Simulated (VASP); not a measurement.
# SnSe (P4/nmm) in VASP: single point with PBE

Aim: the single point of SnSe with PBE.

All numbers are computed with VASP 6.6.1; they aren't measurements. Logs are shortened: lines on timing, memory, paths and dates and some standing lists are left out, and cuts for length are marked.

## (1) The cell of the first run

The typed cell holds 4 atoms: a = 4.219 Å, b = 4.219 Å, c = 5.993 Å, α = 90.00°, β = 90.00°, γ = 90.00°.

## (2) Single point, PBE

INCAR

```
SYSTEM = SnSe
  ALGO = Normal
  EDIFF = 1E-6
  ENCUT = 520
  GGA = PE
  ISIF = 2
  ISMEAR = -1
  LASPH = .True.
  LCHARG = .True.
  LELF = .True.
  LREAL = .False.
  LVHAR = .True.
  LWAVE = .False.
  NBANDS = 28
  NELM = 80
  PREC = Accurate
  SIGMA = 0.02
```

KPOINTS

```
k-points
0
Gamma
  6 6 4
  0 0 0
```

POSCAR

```
SnSe
1.0
    4.2193393516      0.0000000000      0.0000000000
    0.0000000000      4.2193393516      0.0000000000
    0.0000000000      0.0000000000      5.9930255593
Sn Se
2 2
Direct
    0.5000000000      0.0000000000      0.2500915766
    0.0000000000      0.5000000000      0.7499084234
    0.5000000000      0.0000000000      0.7498972969
    0.0000000000      0.5000000000      0.2501027031
```

Potentials or basis: VASP PAW PBE potentials, release 64 (Sn_d, Se).

The run is started by

```
cat potpaw_PBE.64/Sn_d/POTCAR potpaw_PBE.64/Se/POTCAR > POTCAR
mpirun -np 1 vasp_std > vasp.out
```

OUTCAR:

```text
SYSTEM = SnSe
   EDIFF = 1E-6
   ENCUT = 520
   GGA = PE
   ISIF = 2
   ISMEAR = -1
   LASPH = .True.
   LREAL = .False.
   NELM = 80
   PREC = Accurate

 ion  position               nearest neighbor table
   1  0.500  0.000  0.250-   4 2.98   4 2.98   4 2.98   4 2.98   3 3.00   3 3.00
   2  0.000  0.500  0.750-   3 2.98   3 2.98   3 2.98   3 2.98   4 3.00   4 3.00
   3  0.500  0.000  0.750-   2 2.98   2 2.98   2 2.98   2 2.98   1 3.00   1 3.00
   4  0.000  0.500  0.250-   1 2.98   1 2.98   1 2.98   1 2.98   2 3.00   2 3.00

  LATTYP: Found a simple tetragonal cell.
 ALAT       =     4.2193393516
 C/A-ratio  =     1.4203705983

  Lattice vectors:

 A1 = (   4.2193393516,   0.0000000000,   0.0000000000)
 A2 = (   0.0000000000,   4.2193393516,   0.0000000000)
 A3 = (   0.0000000000,   0.0000000000,   5.9930255593)

Analysis of symmetry for initial positions (statically):
=====================================================================
 Subroutine PRICEL returns:
 Original cell was already a primitive cell.

 Routine SETGRP: Setting up the symmetry group for a
 simple tetragonal supercell.

 Subroutine GETGRP returns: Found 16 space group operations
 (whereof  8 operations were pure point group operations)
 out of a pool of 16 trial point group operations.

The static configuration has the point symmetry D_2d.
 The point group associated with its full space group is D_4h.

Analysis of symmetry for dynamics (positions and initial velocities):
=====================================================================
 Subroutine PRICEL returns:
 Original cell was already a primitive cell.

 Routine SETGRP: Setting up the symmetry group for a
 simple tetragonal supercell.

 Subroutine GETGRP returns: Found 16 space group operations
 (whereof  8 operations were pure point group operations)
 out of a pool of 16 trial point group operations.

The dynamic configuration has the point symmetry D_2d.
 The point group associated with its full space group is D_4h.

 Subroutine INISYM returns: Found 16 space group operations
 (whereof  8 operations are pure point group operations),
 and found     1 'primitive' translations

----------------------------------------------------------------------------------------

                                     Primitive cell

  volume of cell :     106.6928

  direct lattice vectors                    reciprocal lattice vectors
     4.219339352  0.000000000  0.000000000     0.237003928  0.000000000  0.000000000
     0.000000000  4.219339352  0.000000000     0.000000000  0.237003928  0.000000000
     0.000000000  0.000000000  5.993025559     0.000000000  0.000000000  0.166860627

  length of vectors
     4.219339352  4.219339352  5.993025559     0.237003928  0.237003928  0.166860627

  position of ions in fractional coordinates (direct lattice)
     0.500000000  0.000000000  0.250091577
     0.000000000  0.500000000  0.749908423
     0.500000000  0.000000000  0.749897297
     0.000000000  0.500000000  0.250102703

  ion indices of the primitive-cell ions
   primitive index   ion index
                 1           1
                 2           2
                 3           3
                 4           4

----------------------------------------------------------------------------------------

 KPOINTS: k-points

Automatic generation of k-mesh.
 Grid dimensions read from file:
 generate k-points for:    6    6    4

 Generating k-lattice:

  Cartesian coordinates                     Fractional coordinates (reciprocal lattice)
     0.039500655  0.000000000  0.000000000     0.166666667  0.000000000  0.000000000
     0.000000000  0.039500655  0.000000000     0.000000000  0.166666667  0.000000000
     0.000000000  0.000000000  0.041715157     0.000000000  0.000000000  0.250000000

  Length of vectors
     0.039500655  0.039500655  0.041715157

  Shift w.r.t. Gamma in fractional coordinates (k-lattice)
     0.000000000  0.000000000  0.000000000

 Subroutine IBZKPT returns following result:
 ===========================================

 Found     30 irreducible k-points:

 Following reciprocal coordinates:
            Coordinates               Weight
  0.000000  0.000000  0.000000      1.000000
  0.166667  0.000000  0.000000      4.000000
  0.333333  0.000000  0.000000      4.000000
  0.500000  0.000000  0.000000      2.000000
  0.166667  0.166667  0.000000      4.000000
  0.333333  0.166667  0.000000      8.000000
[... 16 lines left out ...]
  0.333333  0.000000  0.500000      4.000000
  0.500000  0.000000  0.500000      2.000000
 [... further k-points ...]
   k-points           NKPTS =     30   k-points in BZ     NKDIM =     30   number of bands    NBANDS=     28
   number of dos      NEDOS =    301   number of ions     NIONS =      4
   total plane-waves  NPLWV =  49152
   dimension x,y,z NGX =    32 NGY =   32 NGZ =   48
   dimension x,y,z NGXF=    64 NGYF=   64 NGZF=   96
   ions per type =               2   2
   NGX,Y,Z   is equivalent  to a cutoff of  12.61, 12.61, 13.32 a.u.
   NGXF,Y,Z  is equivalent  to a cutoff of  25.22, 25.22, 26.63 a.u.
 SYSTEM =  SnSe
   PREC   = accura    normal or accurate (medium, high low for compatibility)
   ISTART =      0    job   : 0-new  1-cont  2-samecut
   ICHARG =      2    charge: 1-file 2-atom 10-const
   ISPIN  =      1    spin polarized calculation?
   LNONCOLLINEAR =      F non collinear calculations
   LSORBIT =      F    spin-orbit coupling
   LASPH  =      T    aspherical Exc in radial PAW
   ENCUT  =  520.0 eV  38.22 Ry    6.18 a.u.   7.85  7.85 11.14*2*pi/ulx,y,z
   NELM   =     80;   NELMIN=  2; NELMDL= -5     # of ELM steps
   EDIFF  = 0.1E-05   stopping-criterion for ELM
   LREAL  =      F    real-space projection
   EDIFFG = 0.1E-04   stopping-criterion for IOM
   NSW    =      0    number of steps for IOM
   IBRION =     -1    ionic relax: 0-MD 1-quasi-New 2-CG
   NFREE  =      0    steps in history (QN), initial steepest desc. (CG)
   ISIF   =      2    stress and relaxation
   ISYM   =      2    0-nonsym 1-usesym 2-fastsym
   POTIM  = 0.5000    time-step for ionic-motion
   TEBEG  =    0.0;   TEEND  =   0.0 temperature during run
   PSTRESS=    0.0 pullay stress
   NELECT =      40.0000    total number of electrons
   NUPDOWN=      -1.0000    fix difference up-down
   EMIN   =  10.00;   EMAX   =-10.00  energy-range for DOS
   EFERMI =   0.00;   METHOD = LEGACY
   ISMEAR =    -1;   SIGMA  =   0.02  broadening in eV -4-tet -1-fermi 0-gaus
   EFERMI_NEDOS =   21; number of points for ismear=-14 and -15
   IALGO  =     38    algorithm
   IMIX   =      4    mixing-type and parameters
     AMIX     =   0.40;   BMIX     =  1.00
     AMIX_MAG =   1.60;   BMIX_MAG =  1.00
  volume/ion in A,a.u.               =      26.67       180.00
  Fermi-wavevector in a.u.,A,eV,Ry     =   1.180456  2.230738 18.959398  1.393476
  Thomas-Fermi vector in A             =   2.316748
   LORBIT       =      0    0 simple, 1 ext, 2 COOP (PROOUT), +10 PAW based schemes
   GGA     = PE    functional components
   LHFCALC =     F    Hartree Fock is set to
   AEXX    =    0.0000 exact exchange contribution
   IVDW    =     0    specifies the selected vdW correction
   LEPSILON=     F    determine dielectric tensor
   LRPA    =     F    only Hartree local field effects (RPA)
 non-spin polarized calculation
  energy-cutoff  :      520.00
  volume of cell :      106.69
 maximum number of plane-waves:      2916
 NGX is ok and might be reduce to    32
   NGX = 15   NGY = 15   NGZ = 23

 number of electron      40.0000002 magnetization

 Free energy of the ion-electron system (eV)
  ---------------------------------------------------
  ext. energy  EPLUGINS =         0.00000000
  ---------------------------------------------------
  free energy    TOTEN  =       -16.41345883 eV

  energy without entropy =      -16.41345883  energy(sigma->0) =      -16.41345883

 E-fermi :   6.1494     XC(G=0):  -9.7032

 val. band max:        5.8142530726   @ k =   0.5000   0.0000   0.5000
 cond. band min:       6.4939479734   @ k =   0.5000   0.0000   0.5000
 fundamental gap:      0.6796949008
 Fermi energy:         6.1493560087

 k-point     1 :       0.0000    0.0000    0.0000
  band No.  band energies     occupation
      1     -15.7991      2.00000
      2     -15.7689      2.00000
      3     -15.7676      2.00000
      4     -15.7670      2.00000
      5     -15.7670      2.00000
      6     -15.7619      2.00000
[... 20 lines left out ...]
     27      11.6525      0.00000
     28      11.6833      0.00000

 k-point     2 :       0.1667    0.0000    0.0000
  band No.  band energies     occupation
      1     -15.7949      2.00000
      2     -15.7680      2.00000
      3     -15.7668      2.00000
      4     -15.7656      2.00000
      5     -15.7655      2.00000
      6     -15.7624      2.00000
[... 20 lines left out ...]
     27      11.5782      0.00000
     28      11.6664      0.00000

 k-point     3 :       0.3333    0.0000    0.0000
  band No.  band energies     occupation
      1     -15.7859      2.00000
      2     -15.7709      2.00000
      3     -15.7655      2.00000
      4     -15.7654      2.00000
      5     -15.7619      2.00000
      6     -15.7614      2.00000
[... 20 lines left out ...]
     27      12.2114      0.00000
     28      12.2577      0.00000

 k-point     4 :       0.5000    0.0000    0.0000
  band No.  band energies     occupation
      1     -15.7771      2.00000
      2     -15.7771      2.00000
      3     -15.7656      2.00000
      4     -15.7656      2.00000
      5     -15.7619      2.00000
      6     -15.7619      2.00000
[... 578 lines left out ...]
     27      10.8427      0.00000
     28      10.8448      0.00000

 k-point    23 :       0.3333    0.0000    0.5000
  band No.  band energies     occupation
      1     -15.7766      2.00000
      2     -15.7766      2.00000
      3     -15.7686      2.00000
      4     -15.7686      2.00000
      5     -15.7624      2.00000
      6     -15.7624      2.00000
[... 20 lines left out ...]
     27      12.6667      0.00000
     28      12.6690      0.00000

 k-point    24 :       0.5000    0.0000    0.5000
  band No.  band energies     occupation
      1     -15.7758      2.00000
      2     -15.7758      2.00000
      3     -15.7712      2.00000
      4     -15.7712      2.00000
      5     -15.7631      2.00000
      6     -15.7631      2.00000
[... 20 lines left out ...]
     27      14.1395      0.00000
     28      14.1395      0.00000

 [... further k-points ...]
[... 5 lines left out ...]
  --------------------------------------------------------------------------------------
  -------------------------------------------------------------------------------------
  Total        1.3163002      1.3163002      1.3521230      0.0000000     -0.0000000      0.0000000
  in kB       19.7665329     19.7665329     20.3044744      0.0000000     -0.0000000      0.0000000
  external PRESSURE =      19.9458468 kB  Pullay stress =       0.0000000 kB

 VOLUME and BASIS-vectors are now :
 -----------------------------------------------------------------------------
  energy-cutoff  :      520.00
  volume of cell :      106.69
      direct lattice vectors                 reciprocal lattice vectors
     4.219339352  0.000000000  0.000000000     0.237003928  0.000000000  0.000000000
     0.000000000  4.219339352  0.000000000     0.000000000  0.237003928  0.000000000
     0.000000000  0.000000000  5.993025559     0.000000000  0.000000000  0.166860627

 POSITION                                       TOTAL-FORCE (eV/Angst)
 -----------------------------------------------------------------------------------
      2.10967      0.00000      1.49881        -0.000000      0.000000     -0.000751
      0.00000      2.10967      4.49422         0.000000      0.000000      0.000751
      2.10967      0.00000      4.49415         0.000000      0.000000      0.001246
      0.00000      2.10967      1.49887        -0.000000      0.000000     -0.001246
 -----------------------------------------------------------------------------------
    total drift:                                0.000000      0.000000      0.000000

  FREE ENERGIE OF THE ION-ELECTRON SYSTEM (eV)
  ---------------------------------------------------
  free  energy   TOTEN  =       -16.4134588290 eV

  energy  without entropy=      -16.4134588269  energy(sigma->0) =      -16.41345883
```

Wall time 28 s (1 thread of Intel Xeon 6975P-C (Granite Rapids), shared host); peak memory 0.25 GiB.

Results:

| Quantity | Value |
| --- | --- |
| Free energy | -16.4135 eV |
| Pressure | 2.0 GPa |
| Band gap on the k mesh | 0.68 eV |

Caveat: spin-orbit coupling is left out, which moves the levels of the heavy elements. A k mesh can miss the band edges.
